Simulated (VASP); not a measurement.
KBr, 2 atoms in the cell. Symmetry: Pm-3m, No. 221, cubic system. The conventional cell has a = 3.976 Å, b = 3.976 Å, c = 3.976 Å, α = 90.00°, β = 90.00°, γ = 90.00°. Within 4.5 Å of K (site symmetry m-3m) lie 8 Br at 3.44 Å and 6 K at 3.98 Å. Br (site symmetry m-3m) has 8 K at 3.44 Å and 6 Br at 3.98 Å within 4.5 Å. 

- Program: VASP 6.6.1
- Task: single point
- Functional: PBE
- Potentials or basis: VASP PAW PBE potentials, release 64 (K_sv, Br)
- Cutoff: 500 eV
- k mesh: 5 × 5 × 5
- Occupations: gaussian, width 0.01 eV
- Spin: no spin polarisation
- Dipole correction: no
- Further INCAR settings: ALGO = Normal; EDIFF = 1e-06; NBANDS = 15

Potentials or basis: VASP PAW PBE potentials, release 64 (K_sv, Br).

Command:

```console
$ cat potpaw_PBE.64/K_sv/POTCAR potpaw_PBE.64/Br/POTCAR > POTCAR
$ mpirun -np 1 vasp_std > vasp.out
```

Hardware: 1 thread of Intel(R) Xeon(R) 6975P-C (Granite Rapids), on a shared host.

Task: How long does it take, and how much memory?

Result: Run time: 5.1 s on 1 thread of Intel(R) Xeon(R) 6975P-C (Granite Rapids) (shared host), peak memory 0.16 GiB. Counts: scf iterations 12, k points 10.
